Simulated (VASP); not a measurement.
# TiC in VASP: single point with PBEsol

Aim: the single point of TiC with PBEsol.

All numbers are computed with VASP 6.6.1; they aren't measurements. Logs are shortened: lines on timing, memory, paths and dates and some standing lists are left out, and cuts for length are marked.

### 1 The cell of the first run

The cell holds a slab with vacuum, 12 atoms: a = 3.036 Å, b = 5.258 Å, c = 23.589 Å, α = 90.00°, β = 90.00°, γ = 125.26°.

### 2 Single point, PBEsol

INCAR reads:

```
SYSTEM = TiC
PREC     = Accurate       ! precision mode
ENCUT    = 520            ! plane-wave cutoff, eV
EDIFF    = 1E-6           ! SCF threshold, eV
ISMEAR   = 0              ! smearing method
SIGMA    = 0.1            ! smearing width, eV
LREAL    = .False.        ! projectors in reciprocal space
LASPH    = .True.         ! aspherical terms in the spheres
NELM     = 80             ! most SCF steps
ALGO     = Normal         ! electronic algorithm
ISIF     = 2              ! what is computed and relaxed
LWAVE    = .False.        ! write WAVECAR
LCHARG   = .False.        ! write CHGCAR
LDIPOL   = .True.       
IDIPOL   = 3            
DIPOL    = 0.5 0.5 0.500
GGA      = PS             ! functional
NBANDS   = 60             ! bands
```

KPOINTS reads:

```
Automatic mesh
0
Gamma
  12 12 1
  0 0 0
```

POSCAR reads:

```
TiC
1.0
    3.0355752600      0.0000000000      0.0000000000
   -3.0355752600      4.2929517020      0.0000000000
    0.0000000000      0.0000000000     23.5889381500
Ti C
6 6
Direct
    0.0000000000      0.5000000000      0.3455105472
    0.0000000000      0.0000000000      0.4018254405
    0.0000000000      0.5000000000      0.4699249778
    0.0000000000      0.0000000000      0.5300750225
    0.0000000000      0.5000000000      0.5981745522
    0.0000000000      0.0000000000      0.6544894580
    0.5000000000      0.0000000000      0.3404027274
    0.5000000000      0.5000000000      0.4014958638
    0.5000000000      0.0000000000      0.4685193550
    0.5000000000      0.5000000000      0.5314806435
    0.5000000000      0.0000000000      0.5985041403
    0.5000000000      0.5000000000      0.6595972717
```

Potentials or basis: VASP PAW PBE potentials, release 64 (Ti_sv, C).

Run with:

```
cat potpaw_PBE.64/Ti_sv/POTCAR potpaw_PBE.64/C/POTCAR > POTCAR
mpirun -np 1 vasp_std > vasp.out
```

OUTCAR:

```text
SYSTEM = TiC
   PREC = Accurate
   ENCUT = 520
   EDIFF = 1E-6
   ISMEAR = 0
   LREAL = .False.
   LASPH = .True.
   NELM = 80
   ISIF = 2
   GGA = PS

 ion  position               nearest neighbor table
   1  0.000  0.500  0.346-   8 2.01   8 2.01   7 2.15   7 2.15
   2  0.000  0.000  0.402-   7 2.10   7 2.10   8 2.15   8 2.15   9 2.19   9 2.19
   3  0.000  0.500  0.470-  10 2.10  10 2.10   9 2.15   9 2.15   8 2.22   8 2.22
   4  0.000  0.000  0.530-   9 2.10   9 2.10  10 2.15  10 2.15  11 2.22  11 2.22
   5  0.000  0.500  0.598-  12 2.10  12 2.10  11 2.15  11 2.15  10 2.19  10 2.19
   6  0.000  0.000  0.654-  11 2.01  11 2.01  12 2.15  12 2.15
   7  0.500  0.000  0.340-   2 2.10   2 2.10   1 2.15   1 2.15
   8  0.500  0.500  0.401-   1 2.01   1 2.01   2 2.15   2 2.15   3 2.22   3 2.22
   9  0.500  0.000  0.469-   4 2.10   4 2.10   3 2.15   3 2.15   2 2.19   2 2.19
  10  0.500  0.500  0.531-   3 2.10   3 2.10   4 2.15   4 2.15   5 2.19   5 2.19
  11  0.500  0.000  0.599-   6 2.01   6 2.01   5 2.15   5 2.15   4 2.22   4 2.22
  12  0.500  0.500  0.660-   5 2.10   5 2.10   6 2.15   6 2.15

  LATTYP: Found a simple orthorhombic cell.
 ALAT       =     3.0355752600
 B/A-ratio  =     1.4142135623
 C/A-ratio  =     7.7708296219

  Lattice vectors:

 A1 = (   3.0355752600,   0.0000000000,   0.0000000000)
 A2 = (   0.0000000000,   4.2929517020,   0.0000000000)
 A3 = (   0.0000000000,   0.0000000000,  23.5889381500)

Analysis of symmetry for initial positions (statically):
=====================================================================
 Subroutine PRICEL returns:
 Original cell was already a primitive cell.

 Routine SETGRP: Setting up the symmetry group for a
 simple orthorhombic supercell.

 Subroutine GETGRP returns: Found  8 space group operations
 (whereof  4 operations were pure point group operations)
 out of a pool of  8 trial point group operations.

The static configuration has the point symmetry C_2v.
 The point group associated with its full space group is D_2h.

Analysis of symmetry for dynamics (positions and initial velocities):
=====================================================================
 Subroutine PRICEL returns:
 Original cell was already a primitive cell.

 Routine SETGRP: Setting up the symmetry group for a
 simple orthorhombic supercell.

 Subroutine GETGRP returns: Found  8 space group operations
 (whereof  4 operations were pure point group operations)
 out of a pool of  8 trial point group operations.

The dynamic configuration has the point symmetry C_2v.
 The point group associated with its full space group is D_2h.

 Subroutine INISYM returns: Found  8 space group operations
 (whereof  4 operations are pure point group operations),
 and found     1 'primitive' translations

----------------------------------------------------------------------------------------

                                     Primitive cell

  volume of cell :     307.4011

  direct lattice vectors                    reciprocal lattice vectors
     3.035575260  0.000000000  0.000000000     0.329426851  0.232939961  0.000000000
    -3.035575260  4.292951702  0.000000000     0.000000000  0.232939961  0.000000000
     0.000000000  0.000000000 23.588938150     0.000000000  0.000000000  0.042392752

  length of vectors
     3.035575260  5.257770580 23.588938150     0.403463847  0.232939961  0.042392752

  position of ions in fractional coordinates (direct lattice)
     0.000000000  0.500000000  0.345510547
     0.000000000  0.000000000  0.401825440
     0.000000000  0.500000000  0.469924978
     0.000000000  0.000000000  0.530075023
     0.000000000  0.500000000  0.598174552
     0.000000000  0.000000000  0.654489458
     0.500000000  0.000000000  0.340402727
     0.500000000  0.500000000  0.401495864
     0.500000000  0.000000000  0.468519355
     0.500000000  0.500000000  0.531480643
     0.500000000  0.000000000  0.598504140
     0.500000000  0.500000000  0.659597272

  ion indices of the primitive-cell ions
   primitive index   ion index
                 1           1
                 2           2
                 3           3
                 4           4
                 5           5
                 6           6
                 7           7
                 8           8
                 9           9
                10          10
                11          11
                12          12

----------------------------------------------------------------------------------------

 KPOINTS: Automatic mesh

Automatic generation of k-mesh.
 Grid dimensions read from file:
 generate k-points for:   12   12    1

 Generating k-lattice:

  Cartesian coordinates                     Fractional coordinates (reciprocal lattice)
     0.027452238  0.019411663  0.000000000     0.083333333  0.000000000  0.000000000
     0.000000000  0.019411663  0.000000000     0.000000000  0.083333333  0.000000000
     0.000000000  0.000000000  0.042392752     0.000000000  0.000000000  1.000000000

  Length of vectors
     0.033621987  0.019411663  0.042392752

  Shift w.r.t. Gamma in fractional coordinates (k-lattice)
     0.000000000  0.000000000  0.000000000

 Subroutine IBZKPT returns following result:
 ===========================================

 Found     49 irreducible k-points:

 Following reciprocal coordinates:
            Coordinates               Weight
  0.000000  0.000000  0.000000      1.000000
  0.083333 -0.000000  0.000000      4.000000
  0.166667  0.000000  0.000000      4.000000
  0.250000 -0.000000  0.000000      4.000000
  0.333333  0.000000  0.000000      4.000000
  0.416667  0.000000  0.000000      4.000000
[... 16 lines left out ...]
  0.250000  0.166667  0.000000      4.000000
  0.333333  0.166667  0.000000      2.000000
 [... further k-points ...]
   k-points           NKPTS =     49   k-points in BZ     NKDIM =     49   number of bands    NBANDS=     60
   number of dos      NEDOS =    301   number of ions     NIONS =     12
   total plane-waves  NPLWV = 172800
   dimension x,y,z NGX =    24 NGY =   40 NGZ =  180
   dimension x,y,z NGXF=    48 NGYF=   80 NGZF=  360
   ions per type =               6   6
   NGX,Y,Z   is equivalent  to a cutoff of  13.14, 12.65, 12.69 a.u.
   NGXF,Y,Z  is equivalent  to a cutoff of  26.29, 25.30, 25.37 a.u.
 SYSTEM =  TiC
   PREC   = accura    normal or accurate (medium, high low for compatibility)
   ISTART =      0    job   : 0-new  1-cont  2-samecut
   ICHARG =      2    charge: 1-file 2-atom 10-const
   ISPIN  =      1    spin polarized calculation?
   LNONCOLLINEAR =      F non collinear calculations
   LSORBIT =      F    spin-orbit coupling
   LASPH  =      T    aspherical Exc in radial PAW
   ENCUT  =  520.0 eV  38.22 Ry    6.18 a.u.   5.64  9.78 43.86*2*pi/ulx,y,z
   NELM   =     80;   NELMIN=  2; NELMDL= -5     # of ELM steps
   EDIFF  = 0.1E-05   stopping-criterion for ELM
   LREAL  =      F    real-space projection
   EDIFFG = 0.1E-04   stopping-criterion for IOM
   NSW    =      0    number of steps for IOM
   IBRION =     -1    ionic relax: 0-MD 1-quasi-New 2-CG
   NFREE  =      0    steps in history (QN), initial steepest desc. (CG)
   ISIF   =      2    stress and relaxation
   ISYM   =      2    0-nonsym 1-usesym 2-fastsym
   POTIM  = 0.5000    time-step for ionic-motion
   TEBEG  =    0.0;   TEEND  =   0.0 temperature during run
   PSTRESS=    0.0 pullay stress
   NELECT =      96.0000    total number of electrons
   NUPDOWN=      -1.0000    fix difference up-down
   EMIN   =  10.00;   EMAX   =-10.00  energy-range for DOS
   EFERMI =   0.00;   METHOD = LEGACY
   ISMEAR =     0;   SIGMA  =   0.10  broadening in eV -4-tet -1-fermi 0-gaus
   EFERMI_NEDOS =   21; number of points for ismear=-14 and -15
   IALGO  =     38    algorithm
   IMIX   =      4    mixing-type and parameters
     AMIX     =   0.40;   BMIX     =  1.00
     AMIX_MAG =   1.60;   BMIX_MAG =  1.00
  volume/ion in A,a.u.               =      25.62       172.87
  Fermi-wavevector in a.u.,A,eV,Ry     =   1.110700  2.098919 16.784889  1.233655
  Thomas-Fermi vector in A             =   2.247255
   LORBIT       =      0    0 simple, 1 ext, 2 COOP (PROOUT), +10 PAW based schemes
   GGA     = PS    functional components
   LHFCALC =     F    Hartree Fock is set to
   AEXX    =    0.0000 exact exchange contribution
   IVDW    =     0    specifies the selected vdW correction
   LEPSILON=     F    determine dielectric tensor
   LRPA    =     F    only Hartree local field effects (RPA)
 non-spin polarized calculation
 Gauss-broadening in eV      SIGMA  =   0.10
  energy-cutoff  :      520.00
  volume of cell :      307.40
 maximum number of plane-waves:      8342
   NGX = 11   NGY = 19   NGZ = 87

 dipolmoment           0.000000      0.000000     -0.000000 electrons x Angstroem

 number of electron      96.0000022 magnetization

 dipolmoment           0.000000      0.000000      0.000005 electrons x Angstroem

 Free energy of the ion-electron system (eV)
  ---------------------------------------------------
  ext. energy  EPLUGINS =         0.00000000
  ---------------------------------------------------
  free energy    TOTEN  =      -112.35460883 eV

  energy without entropy =     -112.33013160  energy(sigma->0) =     -112.34237022

 E-fermi :   1.4476     XC(G=0):  -5.8203

 val. band max:        1.4398696627   @ k =   0.0000   0.0833   0.0000
 cond. band min:       1.4488668915   @ k =   0.0000   0.2500   0.0000
 fundamental gap:      0.0089972288
 Fermi energy:         1.4476336181

 k-point     1 :       0.0000    0.0000    0.0000
  band No.  band energies     occupation
      1     -55.0946      2.00000
      2     -55.0942      2.00000
      3     -54.8909      2.00000
      4     -54.8207      2.00000
      5     -54.6382      2.00000
      6     -54.6359      2.00000
[... 1501 lines left out ...]
     59       4.4847      0.00000
     60       4.4847      0.00000

 [... further k-points ...]

------------------------ aborting loop because EDIFF is reached ----------------------------------------

 vacuum level on the upper side and lower side of the slab       (xc-potential included)        -0.136        -0.136

  FORCE on cell =-STRESS in cart. coord.  units (eV):
  Direction    XX          YY          ZZ          XY          YZ          ZX
  --------------------------------------------------------------------------------------
  -------------------------------------------------------------------------------------
  Total        6.6440852     -7.6038307      0.1670172      0.0000000      0.0000000      0.0000000
  in kB       34.6290341    -39.6312365      0.8704952      0.0000000      0.0000000      0.0000000
  external PRESSURE =      -1.3772357 kB  Pullay stress =       0.0000000 kB

 VOLUME and BASIS-vectors are now :
 -----------------------------------------------------------------------------
  energy-cutoff  :      520.00
  volume of cell :      307.40
      direct lattice vectors                 reciprocal lattice vectors
     3.035575260  0.000000000  0.000000000     0.329426851  0.232939961  0.000000000
    -3.035575260  4.292951702  0.000000000     0.000000000  0.232939961  0.000000000
     0.000000000  0.000000000 23.588938150     0.000000000  0.000000000  0.042392752

 POSITION                                       TOTAL-FORCE (eV/Angst)
 -----------------------------------------------------------------------------------
     -1.51779      2.14648      8.15023        -0.000000      0.000000     -0.018753
      0.00000      0.00000      9.47864        -0.000000      0.000000      0.000301
     -1.51779      2.14648     11.08503        -0.000000      0.000000     -0.007448
      0.00000      0.00000     12.50391        -0.000000      0.000000      0.007448
     -1.51779      2.14648     14.11030        -0.000000      0.000000     -0.000301
      0.00000      0.00000     15.43871        -0.000000      0.000000      0.018753
      1.51779      0.00000      8.02974        -0.000000      0.000000     -0.011740
      0.00000      2.14648      9.47086         0.000000      0.000000      0.004728
      1.51779      0.00000     11.05187        -0.000000      0.000000     -0.004999
      0.00000      2.14648     12.53706        -0.000000      0.000000      0.004999
      1.51779      0.00000     14.11808         0.000000      0.000000     -0.004728
      0.00000      2.14648     15.55920        -0.000000      0.000000      0.011740
 -----------------------------------------------------------------------------------
    total drift:                               -0.000000      0.000000      0.001500

  FREE ENERGIE OF THE ION-ELECTRON SYSTEM (eV)
  ---------------------------------------------------
  free  energy   TOTEN  =      -112.3546088329 eV

  energy  without entropy=     -112.3301316006  energy(sigma->0) =     -112.34237022

 vacuum level on the upper side and lower side of the slab         5.196         5.196
```

It took 57 min on 1 thread of Oxide Virtual Turin-like, shared host; peak memory 0.83 GiB.

Results:

* Free energy: -112.3546 eV
* Largest force: 0.019 eV/Å
* Band gap on the k mesh: zero (bands 48 and 49 overlap by 0.50 eV)

Forces in eV/Å, atoms in the order of the input:
```
Ti   0.000  0.000 -0.019
Ti   0.000  0.000  0.000
Ti   0.000  0.000 -0.007
Ti   0.000  0.000  0.007
Ti   0.000  0.000  0.000
Ti   0.000  0.000  0.019
C    0.000  0.000 -0.012
C    0.000  0.000  0.005
C    0.000  0.000 -0.005
C    0.000  0.000  0.005
C    0.000  0.000 -0.005
C    0.000  0.000  0.012
```

Caveat: the PAW data sets were made with another functional, which shifts forces and pressure a little.
